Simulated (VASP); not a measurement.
# CdS (P4/mmm) in VASP: single point with PBE

Aim: the single point of CdS with PBE.

Program: VASP 6.6.1. These are calculated values, not measurements. Logs are shortened: lines on timing, memory, paths and dates and some standing lists are left out, and cuts for length are marked.

## 1. The cell of the first run

The structure is tetragonal, space group P4/mmm (No. 123). Conventional cell: a = 3.390 Å, b = 3.390 Å, c = 3.457 Å, α = 90.00°, β = 90.00°, γ = 90.00°. Cd (site symmetry 4/mmm) has 8 S at 2.96 Å and 6 Cd at 3.39 to 3.46 Å within 3.9 Å. Within 3.9 Å of S (site symmetry 4/mmm) lie 8 Cd at 2.96 Å and 6 S at 3.39 to 3.46 Å.

## 2. Single point, PBE

INCAR reads:

```
SYSTEM = CdS
PREC = Accurate
ENCUT = 520
EDIFF = 1E-6
ISMEAR = 0
SIGMA = 0.1
LREAL = .FALSE.
LASPH = .TRUE.
NELM = 80
ALGO = Normal
ISIF = 2
LWAVE = .FALSE.
LCHARG = .TRUE.
GGA = PE
LELF = .TRUE.
LVHAR = .TRUE.
NBANDS = 16
```

KPOINTS reads:

```
Automatic mesh
0
G
  6 6 4
  0 0 0
```

POSCAR reads:

```
CdS
1.0
    3.3899083110      0.0000000000      0.0000000000
    0.0000000000      3.3899083110      0.0000000000
    0.0000000000      0.0000000000      3.4573442786
Cd S
1 1
Direct
    0.5000000000      0.5000000000      0.5000000000
    0.0000000000      0.0000000000      0.0000000000
```

Potentials or basis: VASP PAW PBE potentials, release 64 (Cd, S).

Run with:

```console
$ cat potpaw_PBE.64/Cd/POTCAR potpaw_PBE.64/S/POTCAR > POTCAR
$ mpirun -np 1 vasp_std > vasp.out
```

OUTCAR:

```text
SYSTEM = CdS
   PREC = Accurate
   ENCUT = 520
   EDIFF = 1E-6
   ISMEAR = 0
   LREAL = .FALSE.
   LASPH = .TRUE.
   NELM = 80
   ISIF = 2
   GGA = PE

 ion  position               nearest neighbor table
   1  0.500  0.500  0.500-   2 2.96   2 2.96   2 2.96   2 2.96   2 2.96   2 2.96   2 2.96   2 2.96

   2  0.000  0.000  0.000-   1 2.96   1 2.96   1 2.96   1 2.96   1 2.96   1 2.96   1 2.96   1 2.96

  LATTYP: Found a simple tetragonal cell.
 ALAT       =     3.3899083110
 C/A-ratio  =     1.0198931539

  Lattice vectors:

 A1 = (   3.3899083110,   0.0000000000,   0.0000000000)
 A2 = (   0.0000000000,   3.3899083110,   0.0000000000)
 A3 = (   0.0000000000,   0.0000000000,   3.4573442786)

Analysis of symmetry for initial positions (statically):
=====================================================================
 Subroutine PRICEL returns:
 Original cell was already a primitive cell.

 Routine SETGRP: Setting up the symmetry group for a
 simple tetragonal supercell.

 Subroutine GETGRP returns: Found 16 space group operations
 (whereof 16 operations were pure point group operations)
 out of a pool of 16 trial point group operations.

The static configuration has the point symmetry D_4h.

Analysis of symmetry for dynamics (positions and initial velocities):
=====================================================================
 Subroutine PRICEL returns:
 Original cell was already a primitive cell.

 Routine SETGRP: Setting up the symmetry group for a
 simple tetragonal supercell.

 Subroutine GETGRP returns: Found 16 space group operations
 (whereof 16 operations were pure point group operations)
 out of a pool of 16 trial point group operations.

The dynamic configuration has the point symmetry D_4h.

 Subroutine INISYM returns: Found 16 space group operations
 (whereof 16 operations are pure point group operations),
 and found     1 'primitive' translations

----------------------------------------------------------------------------------------

                                     Primitive cell

  volume of cell :      39.7300

  direct lattice vectors                    reciprocal lattice vectors
     3.389908311  0.000000000  0.000000000     0.294993229  0.000000000  0.000000000
     0.000000000  3.389908311  0.000000000     0.000000000  0.294993229  0.000000000
     0.000000000  0.000000000  3.457344279     0.000000000  0.000000000  0.289239347

  length of vectors
     3.389908311  3.389908311  3.457344279     0.294993229  0.294993229  0.289239347

  position of ions in fractional coordinates (direct lattice)
     0.500000000  0.500000000  0.500000000
[... 80 lines left out ...]
   EDIFFG = 0.1E-04   stopping-criterion for IOM
   NSW    =      0    number of steps for IOM
   IBRION =     -1    ionic relax: 0-MD 1-quasi-New 2-CG
   NFREE  =      0    steps in history (QN), initial steepest desc. (CG)
   ISIF   =      2    stress and relaxation
   ISYM   =      2    0-nonsym 1-usesym 2-fastsym
   POTIM  = 0.5000    time-step for ionic-motion
   TEBEG  =    0.0;   TEEND  =   0.0 temperature during run
   PSTRESS=    0.0 pullay stress
   NELECT =      18.0000    total number of electrons
   NUPDOWN=      -1.0000    fix difference up-down
   EMIN   =  10.00;   EMAX   =-10.00  energy-range for DOS
   EFERMI =   0.00;   METHOD = LEGACY
   ISMEAR =     0;   SIGMA  =   0.10  broadening in eV -4-tet -1-fermi 0-gaus
   EFERMI_NEDOS =   21; number of points for ismear=-14 and -15
   IALGO  =     38    algorithm
   IMIX   =      4    mixing-type and parameters
     AMIX     =   0.40;   BMIX     =  1.00
     AMIX_MAG =   1.60;   BMIX_MAG =  1.00
  volume/ion in A,a.u.               =      19.86       134.06
  Fermi-wavevector in a.u.,A,eV,Ry     =   1.257360  2.376065 21.510172  1.580953
  Thomas-Fermi vector in A             =   2.391022
   LORBIT       =      0    0 simple, 1 ext, 2 COOP (PROOUT), +10 PAW based schemes
   GGA     = PE    functional components
   LHFCALC =     F    Hartree Fock is set to
   AEXX    =    0.0000 exact exchange contribution
   IVDW    =     0    specifies the selected vdW correction
   LEPSILON=     F    determine dielectric tensor
   LRPA    =     F    only Hartree local field effects (RPA)
 non-spin polarized calculation
 Gauss-broadening in eV      SIGMA  =   0.10
  energy-cutoff  :      520.00
  volume of cell :       39.73
 maximum number of plane-waves:      1084
 NGX is ok and might be reduce to    28
   NGX = 13   NGY = 13   NGZ = 13

 number of electron      17.9999997 magnetization

 Free energy of the ion-electron system (eV)
  ---------------------------------------------------
  ext. energy  EPLUGINS =         0.00000000
  ---------------------------------------------------
  free energy    TOTEN  =        -4.86271285 eV

  energy without entropy =       -4.85483491  energy(sigma->0) =       -4.85877388

 E-fermi :   3.8694     XC(G=0): -10.6970

 val. band max:        3.8521726839   @ k =   0.1667   0.0000   0.5000
 cond. band min:       3.8800481228   @ k =   0.5000   0.0000   0.0000
 fundamental gap:      0.0278754388
 Fermi energy:         3.8693501742

 k-point     1 :       0.0000    0.0000    0.0000
  band No.  band energies     occupation
      1      -9.5087      2.00000
      2      -4.9535      2.00000
      3      -4.9126      2.00000
      4      -4.3690      2.00000
      5      -4.3690      2.00000
      6      -4.3637      2.00000
[... 433 lines left out ...]
      3      -4.5358      2.00000
      4      -4.5102      2.00000
      5      -4.1852      2.00000
      6      -4.0134      2.00000
[... 8 lines left out ...]
     15      15.1069      0.00000
     16      15.5995      0.00000

 [... further k-points ...]

------------------------ aborting loop because EDIFF is reached ----------------------------------------

  FORCE on cell =-STRESS in cart. coord.  units (eV):
  Direction    XX          YY          ZZ          XY          YZ          ZX
  --------------------------------------------------------------------------------------
  -------------------------------------------------------------------------------------
  Total        0.0665834      0.0665834      0.1254503      0.0000000      0.0000000     -0.0000000
  in kB        2.6850848      2.6850848      5.0589905      0.0000000      0.0000000     -0.0000000
  external PRESSURE =       3.4763867 kB  Pullay stress =       0.0000000 kB

 VOLUME and BASIS-vectors are now :
 -----------------------------------------------------------------------------
  energy-cutoff  :      520.00
  volume of cell :       39.73
      direct lattice vectors                 reciprocal lattice vectors
     3.389908311  0.000000000  0.000000000     0.294993229  0.000000000  0.000000000
     0.000000000  3.389908311  0.000000000     0.000000000  0.294993229  0.000000000
     0.000000000  0.000000000  3.457344279     0.000000000  0.000000000  0.289239347

 POSITION                                       TOTAL-FORCE (eV/Angst)
 -----------------------------------------------------------------------------------
      1.69495      1.69495      1.72867         0.000000      0.000000      0.000000
      0.00000      0.00000      0.00000         0.000000      0.000000      0.000000
 -----------------------------------------------------------------------------------
    total drift:                                0.000000      0.000000      0.000000

  FREE ENERGIE OF THE ION-ELECTRON SYSTEM (eV)
  ---------------------------------------------------
  free  energy   TOTEN  =        -4.8627128522 eV

  energy  without entropy=       -4.8548349078  energy(sigma->0) =       -4.85877388
```

Run time: 12 s. Hardware: 1 thread of Intel Xeon Platinum 8488C (Sapphire Rapids), shared host; peak memory 0.16 GiB.

Results:

```yaml
Free_energy: -4.8627 eV
Pressure: 0.3 GPa
Band_gap_on_the_k_mesh: zero (bands 9 and 10 overlap by 1.13 eV)
```

Stress tensor (GPa, compression positive):
```
0.27 0.00 0.00
0.00 0.27 0.00
0.00 0.00 0.51
```

Levels at points of the mesh, in eV from the Fermi level:
```csv
k point,band 5,band 6,band 7,band 8,band 9,band 10,band 11,band 12,band 13,band 14
"(0.00, 0.00, 0.00)",-8.24,-8.23,-1.41,-1.15,-1.15,-1.11,6.52,6.65,11.34,11.58
"(0.50, 0.00, 0.00)",-8.49,-8.21,-5.86,-0.15,0.01,3.16,4.27,6.92,7.30,7.38
"(0.50, 0.50, 0.00)",-8.04,-7.91,-4.38,-4.38,-0.90,-0.11,7.36,7.36,8.55,10.90
"(0.00, 0.00, 0.50)",-8.48,-8.21,-5.96,-0.03,-0.03,3.35,4.33,7.28,7.28,7.29
"(0.50, 0.00, 0.50)",-8.05,-7.88,-4.46,-4.38,-1.09,0.03,7.51,7.70,8.66,11.14
"(0.50, 0.50, 0.50)",-8.05,-8.03,-2.11,-2.11,-1.98,1.73,1.73,1.81,2.69,16.74
```

Caveat: the k points lie up to 0.45 Å⁻¹ apart, too coarse for converged energies and pressures of a metal.
